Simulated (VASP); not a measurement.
# BeS (R-3m) in VASP: single point with HSE06

Aim: the single point of BeS with HSE06.

Everything below comes from runs of VASP 6.6.1. Logs are shortened: lines on timing, memory, paths and dates and some standing lists are left out, and cuts for length are marked.

## (1) The cell of the first run

The structure is trigonal, space group R-3m (No. 166). The conventional cell has a = 3.441 Å, b = 3.441 Å, c = 7.947 Å, α = 90.00°, β = 90.00°, γ = 120.00°. Be (site symmetry -3m) has 6 S at 2.39 Å and 12 Be at 3.31 to 3.44 Å within 3.5 Å. Within 3.5 Å of S (site symmetry -3m) lie 6 Be at 2.39 Å and 12 S at 3.31 to 3.44 Å.

## (2) Single point, HSE06 (epitaxial 111 strain +5.0%)

The input, POSCAR:

```
BeS
1.0
   -0.0927196089      2.3404424479      2.3404424479
    2.3404424479     -0.0927196089      2.3404424479
    2.3404424479      2.3404424479     -0.0927196089
Be S
1 1
Direct
    0.0000000000      0.0000000000      0.0000000000
    0.5000000000      0.5000000000      0.5000000000
```

The input, INCAR.step1:

```
PREC = Accurate ; ENCUT = 520
EDIFF = 1E-5 ; ISMEAR = 0
SIGMA = 0.01 ; LREAL = False
LASPH = True ; NELM = 100
ALGO = Normal ; ISIF = 2
LWAVE = True ; LCHARG = False
GGA = PE ; NBANDS = 11
```

The input, INCAR.step2:

```
PREC = Accurate ; ENCUT = 520
EDIFF = 1E-6 ; ISMEAR = 0
SIGMA = 0.01 ; LREAL = False
LASPH = True ; NELM = 100
ALGO = Normal ; ISIF = 2
LWAVE = False ; LCHARG = False
GGA = PE ; LHFCALC = True
HFSCREEN = 0.2079 ; PRECFOCK = Normal
ISTART = 1 ; NBANDS = 11
```

The input, KPOINTS:

```
regular mesh
0
Gamma
  6 6 6
```

Potentials or basis: VASP PAW PBE potentials, release 64 (Be, S).

The run is started by

```bash
$ cat potpaw_PBE.64/Be/POTCAR potpaw_PBE.64/S/POTCAR > POTCAR
$ cp INCAR.step1 INCAR
$ mpirun -np 1 vasp_std > vasp.out
$ cp INCAR.step2 INCAR
$ mpirun -np 1 vasp_std > vasp.out
```

OUTCAR:

```text
PREC = Accurate
   ENCUT = 520
   EDIFF = 1E-6
   ISMEAR = 0
   LREAL = False
   LASPH = True
   NELM = 100
   ISIF = 2
   GGA = PE
   LHFCALC = True
   HFSCREEN = 0.2079
   PRECFOCK = Normal
   ISTART = 1

 ion  position               nearest neighbor table
   1  0.000  0.000  0.000-   2 2.39   2 2.39   2 2.39   2 2.39   2 2.39   2 2.39
   2  0.500  0.500  0.500-   1 2.39   1 2.39   1 2.39   1 2.39   1 2.39   1 2.39

  LATTYP: Found a trigonal (rhomboedric) cell.
 ALAT       =     3.3111838713
 COS(alpha) =     0.4600227350

  Lattice vectors:

 A1 = (  -0.0927196089,   2.3404424479,   2.3404424479)
 A2 = (   2.3404424479,  -0.0927196089,   2.3404424479)
 A3 = (   2.3404424479,   2.3404424479,  -0.0927196089)

Analysis of symmetry for initial positions (statically):
=====================================================================
 Subroutine PRICEL returns:
 Original cell was already a primitive cell.

 Routine SETGRP: Setting up the symmetry group for a
 trigonal (rhombohedral) supercell.

 Subroutine GETGRP returns: Found 12 space group operations
 (whereof 12 operations were pure point group operations)
 out of a pool of 12 trial point group operations.

The static configuration has the point symmetry D_3d.

Analysis of symmetry for dynamics (positions and initial velocities):
=====================================================================
 Subroutine PRICEL returns:
 Original cell was already a primitive cell.

 Routine SETGRP: Setting up the symmetry group for a
 trigonal (rhombohedral) supercell.

 Subroutine GETGRP returns: Found 12 space group operations
 (whereof 12 operations were pure point group operations)
 out of a pool of 12 trial point group operations.

The dynamic configuration has the point symmetry D_3d.

 Subroutine INISYM returns: Found 12 space group operations
 (whereof 12 operations are pure point group operations),
 and found     1 'primitive' translations

----------------------------------------------------------------------------------------

                                     Primitive cell

  volume of cell :      27.1632

  direct lattice vectors                    reciprocal lattice vectors
    -0.092719609  2.340442448  2.340442448    -0.201341207  0.209646625  0.209646625
     2.340442448 -0.092719609  2.340442448     0.209646625 -0.201341207  0.209646625
     2.340442448  2.340442448 -0.092719609     0.209646625  0.209646625 -0.201341207

  length of vectors
     3.311183871  3.311183871  3.311183871     0.358387635  0.358387635  0.358387635

[... 100 lines left out ...]
     AMIX_MAG =   1.60;   BMIX_MAG =  1.00
  volume/ion in A,a.u.               =      13.58        91.65
  Fermi-wavevector in a.u.,A,eV,Ry     =   1.089209  2.058306 16.141621  1.186376
  Thomas-Fermi vector in A             =   2.225407
   LORBIT       =      0    0 simple, 1 ext, 2 COOP (PROOUT), +10 PAW based schemes
   GGA     = PE    functional components
   LHFCALC =     T    Hartree Fock is set to
   PRECFOCK=normal    Normal, Fast or Accurate (Low or Medium for compatibility)
   ENCUT4O =  -1.0   cutoff for four orbital integrals eV
   NKREDX  =     1    reduce k-point grid by
   NKREDY  =     1    reduce k-point grid by
   NKREDZ  =     1    reduce k-point grid by
   AEXX    =    0.2500 exact exchange contribution
   HFSCREEN=    0.2079 screening length (either q_TF or 0.3 A-1)
   HFSCREENC=   0.2079 screening length for correlation (either q_TF or 0.3 A-1)
   ENCUTFOCK=  -1.0 apply spherical cutoff to Coloumb kernel
   IVDW    =     0    specifies the selected vdW correction
   LEPSILON=     F    determine dielectric tensor
   LRPA    =     F    only Hartree local field effects (RPA)
 non-spin polarized calculation
 Gauss-broadening in eV      SIGMA  =   0.01
  energy-cutoff  :      520.00
  volume of cell :       27.16
 maximum number of plane-waves:       748
 NGX is ok and might be reduce to    28
  NGX = 20; NGY = 20; NGZ = 20

 number of electron       8.0000000 magnetization

 Free energy of the ion-electron system (eV)
  ---------------------------------------------------
  ext. energy  EPLUGINS =         0.00000000
  ---------------------------------------------------
  free energy    TOTEN  =       -10.04021691 eV

  energy without entropy =      -10.04021691  energy(sigma->0) =      -10.04021691

 E-fermi :   5.3141     XC(G=0):  -8.4890

 val. band max:        5.2674377586   @ k =   0.0000   0.0000   0.0000
 cond. band min:       6.6746986805   @ k =   0.5000   0.5000  -0.0000
 fundamental gap:      1.4072609219
 Fermi energy:         5.3140730754

 k-point     1 :       0.0000    0.0000    0.0000
  band No.  band energies     occupation
      1     -10.8178      2.00000
      2       4.4964      2.00000
      3       4.4964      2.00000
      4       5.2674      2.00000
      5      10.3531      0.00000
      6      14.6662      0.00000
      7      14.6662      0.00000
      8      15.4818      0.00000
      9      15.6842      0.00000
     10      15.6842      0.00000
     11      16.0291      0.00000
[... 309 lines left out ...]
 k-point    24 :      -0.3333    0.5000    0.1667
  band No.  band energies     occupation
      1      -7.6665      2.00000
      2      -0.9998      2.00000
      3       0.6269      2.00000
      4       1.4033      2.00000
      5       8.8653      0.00000
      6      13.1430      0.00000
      7      13.5392      0.00000
      8      17.4843      0.00000
      9      18.2134      0.00000
     10      20.5563      0.00000
     11      24.0527      0.00000

 [... further k-points ...]

------------------------ aborting loop because EDIFF is reached ----------------------------------------

  FORCE on cell =-STRESS in cart. coord.  units (eV):
  Direction    XX          YY          ZZ          XY          YZ          ZX
  --------------------------------------------------------------------------------------
  -------------------------------------------------------------------------------------
  Total       -1.6633544     -1.6633544     -1.6633544      0.6643818      0.6643818      0.6643818
  in kB      -98.1102194    -98.1102194    -98.1102194     39.1874674     39.1874674     39.1874674
  external PRESSURE =     -98.1102194 kB  Pullay stress =       0.0000000 kB

 VOLUME and BASIS-vectors are now :
 -----------------------------------------------------------------------------
  energy-cutoff  :      520.00
  volume of cell :       27.16
      direct lattice vectors                 reciprocal lattice vectors
    -0.092719609  2.340442448  2.340442448    -0.201341207  0.209646625  0.209646625
     2.340442448 -0.092719609  2.340442448     0.209646625 -0.201341207  0.209646625
     2.340442448  2.340442448 -0.092719609     0.209646625  0.209646625 -0.201341207

 POSITION                                       TOTAL-FORCE (eV/Angst)
 -----------------------------------------------------------------------------------
      0.00000      0.00000      0.00000         0.000000     -0.000000     -0.000000
      2.29408      2.29408      2.29408        -0.000000      0.000000      0.000000
 -----------------------------------------------------------------------------------
    total drift:                                0.000000      0.000000      0.000000

  FREE ENERGIE OF THE ION-ELECTRON SYSTEM (eV)
  ---------------------------------------------------
  free  energy   TOTEN  =       -10.0402169124 eV

  energy  without entropy=      -10.0402169124  energy(sigma->0) =      -10.04021691
```

It took 19 min on 1 thread of AMD EPYC 7R43 (Zen 3), shared host; peak memory 0.23 GiB.

Results:

- Free energy: -10.0402 eV
- Pressure: -9.8 GPa
- Band gap on the k mesh: 1.41 eV (least direct gap 4.35 eV)

Levels at points of the mesh, in eV from the valence-band top:
```
           k point  band 1  band 2  band 3  band 4  band 5  band 6  band 7  band 8
(0.00, 0.00, 0.00)  -16.09   -0.77   -0.77    0.00    5.09    9.40    9.40   10.21
(0.50, 0.00, 0.00)  -13.99   -7.57   -0.73   -0.43    4.67    4.76    5.52   10.68
(0.50, 0.50, 0.00)  -12.96   -6.91   -3.65   -2.95    1.41    5.39   12.13   12.39
(0.50, 0.50, 0.50)  -13.63   -7.25   -1.05   -1.05    4.13    4.38    4.38   10.04
```

Caveat: the cell differs from its parent crystal (epitaxial 111 strain +5.0%); the cell stands under tension; the structure was generated, so it needn't be the stable form of BeS; the PAW data sets were made with another functional, which shifts forces and pressure a little. A k mesh can miss the band edges.
